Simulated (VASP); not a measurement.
HfRh3, 4 atoms in the cell. Symmetry: Pm-3m, No. 221, cubic system. The conventional cell has a = 4.013 Å, b = 4.013 Å, c = 4.013 Å, α = 90.00°, β = 90.00°, γ = 90.00°. Within 3.7 Å of Hf (site symmetry m-3m) lie 12 Rh at 2.84 Å. Rh (site symmetry 4/mmm) has 4 Hf at 2.84 Å and 8 Rh at 2.84 Å within 3.7 Å. 

* Program: VASP 6.6.1
* Task: single point
* Functional: r2SCAN
* Potentials or basis: VASP PAW PBE potentials, release 64 (Hf_pv, Rh_pv)
* Cutoff: 520 eV
* k mesh: 6 × 6 × 6
* Occupations: methfessel-paxton, width 0.15 eV
* Spin: no spin polarisation
* Dipole correction: no
* Further INCAR settings: ALGO = Normal; EDIFF = 1e-07; NBANDS = 36

Potentials or basis: VASP PAW PBE potentials, release 64 (Hf_pv, Rh_pv).

The run is started by

```bash
$ cat potpaw_PBE.64/Hf_pv/POTCAR potpaw_PBE.64/Rh_pv/POTCAR > POTCAR
$ cp INCAR.step1 INCAR
$ mpirun -np 1 vasp_std > vasp.out
$ cp INCAR.step2 INCAR
$ mpirun -np 1 vasp_std > vasp.out
```

Hardware: 1 thread of Intel(R) Xeon(R) Platinum 8488C (Sapphire Rapids) (shared host).

How long does it take, and how much memory?

Run time: 110 s on 1 thread of Intel(R) Xeon(R) Platinum 8488C (Sapphire Rapids) (shared host), peak memory 0.19 GiB. Counts: k points 20.
